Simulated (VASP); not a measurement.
C:

```
CELL_PARAMETERS angstrom
0.00000 1.78340 1.78340
1.78340 0.00000 1.78340
1.78340 1.78340 0.00000
ATOMIC_POSITIONS crystal
C 0.50000 0.50000 0.50000
C 0.75000 0.75000 0.75000
```

Base run:

```yaml
Program: VASP 6.6.1
Functional: r2SCAN
Potentials_or_basis: VASP PAW PBE potentials, release 64 (C_h)
Cutoff: 910 eV
k_mesh: 16 × 16 × 16
Occupations: fermi-dirac, width 0.03 eV
Spin: no spin polarisation
```

Its results: band gap on the k mesh 4.36 eV, indirect (least direct gap 5.88 eV); pressure -3.3 GPa.

Problem. The run is repeated on the same cell with these changes: functional from r2SCAN to PBEsol. What comes out?

Solution. Band gap on the k mesh 4.01 eV, indirect (least direct gap 5.54 eV); pressure -4.8 GPa.

r2SCAN gives the wider gap, since meta-GGAs in the generalised Kohn-Sham scheme recover part of the derivative discontinuity.

Caveats: the cutoff is under 1.25 times the usual one of these potentials, so pressure, stress and relaxed cells hold a basis-set (Pulay) error; the PAW data sets were made with another functional, which shifts forces and pressure a little.

A k mesh can miss the band edges.
